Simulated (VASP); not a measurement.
# Zr3MoC (P1) in VASP: single point with PBE

Aim: the single point of Zr3MoC with PBE.

All numbers are computed with VASP 6.6.1; they aren't measurements. Logs are shortened: lines on timing, memory, paths and dates and some standing lists are left out, and cuts for length are marked.

## (1) The cell of the first run

The typed cell holds 5 atoms: a = 4.943 Å, b = 4.943 Å, c = 4.943 Å, α = 90.00°, β = 90.00°, γ = 90.00°.

## (2) Single point, PBE (atoms moved at random)

The input, INCAR:

```
PREC = Accurate ; ENCUT = 600
EDIFF = 1E-6 ; ISMEAR = -1
SIGMA = 0.05 ; LREAL = F
LASPH = T ; NELM = 120
ALGO = Normal ; ISIF = 2
LWAVE = F ; LCHARG = F
GGA = PE ; NBANDS = 35
GGA_COMPAT = F
```

The input, KPOINTS:

```
Automatic mesh
0
Gamma
  6 6 6
```

The input, POSCAR:

```
Zr3MoC
1.0
    4.9425100000      0.0000000000      0.0000000000
    0.0000000000      4.9425100000      0.0000000000
    0.0000000000      0.0000000000      4.9425100000
Zr Mo C
3 1 1
Direct
    0.4904490000      0.0031080000      0.0075950000
   -0.0009320000      0.4976480000      0.0043650000
   -0.0009370000      0.0061110000      0.4982960000
   -0.0027400000     -0.0004710000     -0.0060460000
    0.4931810000      0.5076450000      0.5003340000
```

Potentials or basis: VASP PAW PBE potentials, release 64 (Zr_sv, Mo_sv, C).

On the command line:

```
$ cat potpaw_PBE.64/Zr_sv/POTCAR potpaw_PBE.64/Mo_sv/POTCAR potpaw_PBE.64/C/POTCAR > POTCAR
$ mpirun -np 1 vasp_std > vasp.out
```

OUTCAR:

```text
PREC = Accurate
   ENCUT = 600
   EDIFF = 1E-6
   ISMEAR = -1
   LREAL = F
   LASPH = T
   NELM = 120
   ISIF = 2
   GGA = PE

 ion  position               nearest neighbor table
   1  0.490  0.003  0.008-   4 2.44   4 2.51   3 3.43   2 3.45   2 3.48   3 3.49   3 3.50   2 3.51
                             2 3.54   3 3.56
   2  0.999  0.498  0.004-   4 2.46   4 2.48   3 3.44   1 3.45   1 3.48   3 3.49   3 3.50   1 3.51
                             1 3.54   3 3.55
   3  0.999  0.006  0.498-   4 2.45   4 2.49   1 3.43   2 3.44   2 3.49   1 3.49   1 3.50   2 3.50
                             2 3.55   1 3.56
   4  0.997  1.000  0.994-   1 2.44   3 2.45   2 2.46   2 2.48   3 2.49   1 2.51
   5  0.493  0.508  0.500-

  LATTYP: Found a simple cubic cell.
 ALAT       =     4.9425100000

  Lattice vectors:

 A1 = (   4.9425100000,   0.0000000000,   0.0000000000)
 A2 = (   0.0000000000,   4.9425100000,   0.0000000000)
 A3 = (   0.0000000000,   0.0000000000,   4.9425100000)

Analysis of symmetry for initial positions (statically):
=====================================================================
 Subroutine PRICEL returns:
 Original cell was already a primitive cell.

 Routine SETGRP: Setting up the symmetry group for a
 simple cubic supercell.

 Subroutine GETGRP returns: Found  1 space group operations
 (whereof  1 operations were pure point group operations)
 out of a pool of 48 trial point group operations.

The static configuration has the point symmetry C_1 .

Analysis of symmetry for dynamics (positions and initial velocities):
=====================================================================
 Subroutine PRICEL returns:
 Original cell was already a primitive cell.

 Routine SETGRP: Setting up the symmetry group for a
 simple cubic supercell.

 Subroutine GETGRP returns: Found  1 space group operations
 (whereof  1 operations were pure point group operations)
 out of a pool of 48 trial point group operations.

The dynamic configuration has the point symmetry C_1 .

 Subroutine INISYM returns: Found  1 space group operations
 (whereof  1 operations are pure point group operations),
 and found     1 'primitive' translations

----------------------------------------------------------------------------------------

                                     Primitive cell

  volume of cell :     120.7376

  direct lattice vectors                    reciprocal lattice vectors
     4.942510000  0.000000000  0.000000000     0.202326348  0.000000000  0.000000000
     0.000000000  4.942510000  0.000000000     0.000000000  0.202326348  0.000000000
     0.000000000  0.000000000  4.942510000     0.000000000  0.000000000  0.202326348

  length of vectors
     4.942510000  4.942510000  4.942510000     0.202326348  0.202326348  0.202326348

  position of ions in fractional coordinates (direct lattice)
     0.490449000  0.003108000  0.007595000
     0.999068000  0.497648000  0.004365000
     0.999063000  0.006111000  0.498296000
     0.997260000  0.999529000  0.993954000
     0.493181000  0.507645000  0.500334000

  ion indices of the primitive-cell ions
   primitive index   ion index
                 1           1
                 2           2
                 3           3
                 4           4
                 5           5

----------------------------------------------------------------------------------------

 KPOINTS: Automatic mesh

Automatic generation of k-mesh.
 Grid dimensions read from file:
 generate k-points for:    6    6    6

 Generating k-lattice:

  Cartesian coordinates                     Fractional coordinates (reciprocal lattice)
     0.033721058  0.000000000  0.000000000     0.166666667  0.000000000  0.000000000
     0.000000000  0.033721058  0.000000000     0.000000000  0.166666667  0.000000000
     0.000000000  0.000000000  0.033721058     0.000000000  0.000000000  0.166666667

  Length of vectors
     0.033721058  0.033721058  0.033721058

  Shift w.r.t. Gamma in fractional coordinates (k-lattice)
     0.000000000  0.000000000  0.000000000

 Subroutine IBZKPT returns following result:
 ===========================================

 Found    112 irreducible k-points:

 Following reciprocal coordinates:
            Coordinates               Weight
  0.000000  0.000000  0.000000      1.000000
  0.166667  0.000000  0.000000      2.000000
  0.000000  0.166667  0.000000      2.000000
  0.000000  0.000000  0.166667      2.000000
  0.333333  0.000000  0.000000      2.000000
  0.000000  0.333333  0.000000      2.000000
[... 16 lines left out ...]
  0.000000 -0.333333  0.166667      2.000000
 -0.166667  0.000000  0.333333      2.000000
 [... further k-points ...]
   k-points           NKPTS =    112   k-points in BZ     NKDIM =    112   number of bands    NBANDS=     35
   number of dos      NEDOS =    301   number of ions     NIONS =      5
   total plane-waves  NPLWV =  64000
   dimension x,y,z NGX =    40 NGY =   40 NGZ =   40
   dimension x,y,z NGXF=    80 NGYF=   80 NGZF=   80
   ions per type =               3   1   1
   NGX,Y,Z   is equivalent  to a cutoff of  13.45, 13.45, 13.45 a.u.
   NGXF,Y,Z  is equivalent  to a cutoff of  26.91, 26.91, 26.91 a.u.
 SYSTEM =  unknown system
   PREC   = accura    normal or accurate (medium, high low for compatibility)
   ISTART =      0    job   : 0-new  1-cont  2-samecut
   ICHARG =      2    charge: 1-file 2-atom 10-const
   ISPIN  =      1    spin polarized calculation?
   LNONCOLLINEAR =      F non collinear calculations
   LSORBIT =      F    spin-orbit coupling
   LASPH  =      T    aspherical Exc in radial PAW
   ENCUT  =  600.0 eV  44.10 Ry    6.64 a.u.   9.87  9.87  9.87*2*pi/ulx,y,z
   NELM   =    120;   NELMIN=  2; NELMDL= -5     # of ELM steps
   EDIFF  = 0.1E-05   stopping-criterion for ELM
   LREAL  =      F    real-space projection
   EDIFFG = 0.1E-04   stopping-criterion for IOM
   NSW    =      0    number of steps for IOM
   IBRION =     -1    ionic relax: 0-MD 1-quasi-New 2-CG
   NFREE  =      0    steps in history (QN), initial steepest desc. (CG)
   ISIF   =      2    stress and relaxation
   ISYM   =      2    0-nonsym 1-usesym 2-fastsym
   POTIM  = 0.5000    time-step for ionic-motion
   TEBEG  =    0.0;   TEEND  =   0.0 temperature during run
   PSTRESS=    0.0 pullay stress
   NELECT =      54.0000    total number of electrons
   NUPDOWN=      -1.0000    fix difference up-down
   EMIN   =  10.00;   EMAX   =-10.00  energy-range for DOS
   EFERMI =   0.00;   METHOD = LEGACY
   ISMEAR =    -1;   SIGMA  =   0.05  broadening in eV -4-tet -1-fermi 0-gaus
   EFERMI_NEDOS =   21; number of points for ismear=-14 and -15
   IALGO  =     38    algorithm
   IMIX   =      4    mixing-type and parameters
     AMIX     =   0.40;   BMIX     =  1.00
     AMIX_MAG =   1.60;   BMIX_MAG =  1.00
  volume/ion in A,a.u.               =      24.15       162.96
  Fermi-wavevector in a.u.,A,eV,Ry     =   1.251964  2.365869 21.325962  1.567414
  Thomas-Fermi vector in A             =   2.385887
   LORBIT       =      0    0 simple, 1 ext, 2 COOP (PROOUT), +10 PAW based schemes
   GGA     = PE    functional components
   LHFCALC =     F    Hartree Fock is set to
   AEXX    =    0.0000 exact exchange contribution
   IVDW    =     0    specifies the selected vdW correction
   LEPSILON=     F    determine dielectric tensor
   LRPA    =     F    only Hartree local field effects (RPA)
 non-spin polarized calculation
  energy-cutoff  :      600.00
  volume of cell :      120.74
 maximum number of plane-waves:      4068
   NGX = 19   NGY = 19   NGZ = 19

 number of electron      54.0000001 magnetization

 Free energy of the ion-electron system (eV)
  ---------------------------------------------------
  ext. energy  EPLUGINS =         0.00000000
  ---------------------------------------------------
  free energy    TOTEN  =       -36.39738889 eV

  energy without entropy =      -36.32860408  energy(sigma->0) =      -36.36299649

 E-fermi :   6.2402     XC(G=0): -10.0898

 val. band max:        6.2400680317   @ k =  -0.3333  -0.1667   0.3333
 cond. band min:       6.2414140970   @ k =   0.3333  -0.3333   0.1667
 fundamental gap:      0.0013460653
 Fermi energy:         6.2401949997

 k-point     1 :       0.0000    0.0000    0.0000
  band No.  band energies     occupation
      1     -53.7063      2.00000
      2     -42.9332      2.00000
      3     -42.9110      2.00000
      4     -42.9094      2.00000
      5     -28.2728      2.00000
      6     -28.2685      2.00000
[... 27 lines left out ...]
     34       9.9966      0.00000
     35      10.0106      0.00000

 k-point     2 :       0.1667    0.0000    0.0000
  band No.  band energies     occupation
      1     -53.7059      2.00000
      2     -42.9334      2.00000
      3     -42.9140      2.00000
      4     -42.9109      2.00000
      5     -28.2714      2.00000
      6     -28.2676      2.00000
[... 27 lines left out ...]
     34       8.8321      0.00000
     35       9.6830      0.00000

 k-point     3 :       0.0000    0.1667    0.0000
  band No.  band energies     occupation
      1     -53.7059      2.00000
      2     -42.9337      2.00000
      3     -42.9149      2.00000
      4     -42.9098      2.00000
      5     -28.2722      2.00000
      6     -28.2667      2.00000
[... 27 lines left out ...]
     34       8.8268      0.00000
     35       9.6794      0.00000

 k-point     4 :       0.0000    0.0000    0.1667
  band No.  band energies     occupation
      1     -53.7059      2.00000
      2     -42.9339      2.00000
      3     -42.9149      2.00000
      4     -42.9095      2.00000
      5     -28.2684      2.00000
      6     -28.2671      2.00000
[... 27 lines left out ...]
     34       8.8256      0.00000
     35       9.6707      0.00000

 k-point     5 :       0.3333    0.0000    0.0000
  band No.  band energies     occupation
      1     -53.7050      2.00000
      2     -42.9344      2.00000
      3     -42.9225      2.00000
      4     -42.9109      2.00000
      5     -28.2699      2.00000
      6     -28.2662      2.00000
[... 638 lines left out ...]
 k-point    22 :       0.0000    0.1667    0.3333
  band No.  band energies     occupation
      1     -53.7046      2.00000
      2     -42.9366      2.00000
      3     -42.9240      2.00000
      4     -42.9120      2.00000
      5     -28.2656      2.00000
      6     -28.2118      2.00000
[... 27 lines left out ...]
     34       8.7341      0.00000
     35       8.7879      0.00000

 k-point    23 :       0.0000   -0.3333    0.1667
  band No.  band energies     occupation
      1     -53.7046      2.00000
      2     -42.9360      2.00000
      3     -42.9245      2.00000
      4     -42.9121      2.00000
      5     -28.2657      2.00000
      6     -28.2152      2.00000
[... 27 lines left out ...]
     34       8.7314      0.00000
     35       8.7970      0.00000

 k-point    24 :      -0.1667    0.0000    0.3333
  band No.  band energies     occupation
      1     -53.7046      2.00000
      2     -42.9366      2.00000
      3     -42.9232      2.00000
      4     -42.9128      2.00000
      5     -28.2655      2.00000
      6     -28.2122      2.00000
[... 27 lines left out ...]
     34       8.7325      0.00000
     35       8.7896      0.00000

 [... further k-points ...]

------------------------ aborting loop because EDIFF is reached ----------------------------------------

  FORCE on cell =-STRESS in cart. coord.  units (eV):
  Direction    XX          YY          ZZ          XY          YZ          ZX
  --------------------------------------------------------------------------------------
  -------------------------------------------------------------------------------------
  Total       -0.0011169     -0.0450714     -0.0299736     -0.0119648      0.0043183      0.0067707
  in kB       -0.0148210     -0.5980939     -0.3977463     -0.1587714      0.0573040      0.0898472
  external PRESSURE =      -0.3368871 kB  Pullay stress =       0.0000000 kB

 VOLUME and BASIS-vectors are now :
 -----------------------------------------------------------------------------
  energy-cutoff  :      600.00
  volume of cell :      120.74
      direct lattice vectors                 reciprocal lattice vectors
     4.942510000  0.000000000  0.000000000     0.202326348  0.000000000  0.000000000
     0.000000000  4.942510000  0.000000000     0.000000000  0.202326348  0.000000000
     0.000000000  0.000000000  4.942510000     0.000000000  0.000000000  0.202326348

 POSITION                                       TOTAL-FORCE (eV/Angst)
 -----------------------------------------------------------------------------------
      2.42405      0.01536      0.03754         0.457498     -0.093982      0.091087
      4.93790      2.45963      0.02157        -0.056211      0.272960      0.037269
      4.93788      0.03020      2.46283        -0.057081     -0.028871      0.088269
      4.92897      4.94018      4.91263        -0.263199     -0.152730     -0.111956
      2.43755      2.50904      2.47291        -0.081007      0.002624     -0.104669
 -----------------------------------------------------------------------------------
    total drift:                                0.000161      0.000174     -0.000263

  FREE ENERGIE OF THE ION-ELECTRON SYSTEM (eV)
  ---------------------------------------------------
  free  energy   TOTEN  =       -36.3973888905 eV

  energy  without entropy=      -36.3286040827  energy(sigma->0) =      -36.36299649
```

It took 5.2 min on 1 thread of Intel Xeon 6975P-C (Granite Rapids), shared host; peak memory 0.62 GiB.

Results:

```
Free energy            : -36.3974 eV
Pressure               : 0.0 GPa
Largest force          : 0.476 eV/Å
Band gap on the k mesh : zero (bands 27 and 28 overlap by 0.72 eV)
```

Forces in eV/Å, atoms in the order of the input:
```
Zr   0.457 -0.094  0.091
Zr  -0.056  0.273  0.037
Zr  -0.057 -0.029  0.088
Mo  -0.263 -0.153 -0.112
C   -0.081  0.003 -0.105
```

Levels at points of the mesh, in eV from the Fermi level:
```
           k point  band 25  band 26  band 27  band 28  band 29  band 30
(0.00, 0.00, 0.00)    -0.84    -0.49    -0.43    -0.42    -0.41     1.78
(0.50, 0.00, 0.00)    -0.31    -0.31    -0.10     0.13     0.17     0.21
(0.00, 0.50, 0.00)    -0.31    -0.30    -0.08     0.12     0.15     0.20
(0.00, 0.00, 0.50)    -0.30    -0.29    -0.06     0.11     0.12     0.20
(0.50, 0.50, 0.00)    -0.58    -0.27    -0.26    -0.16     0.23     1.45
(0.00, 0.50, 0.50)    -0.57    -0.31    -0.28    -0.18     0.29     1.44
(0.50, 0.00, 0.50)    -0.57    -0.32    -0.28    -0.17     0.30     1.44
(0.50, 0.50, 0.50)     0.01     0.04     0.23     0.24     0.38     0.39
```

Caveat: the cell differs from its parent crystal (atoms moved at random).
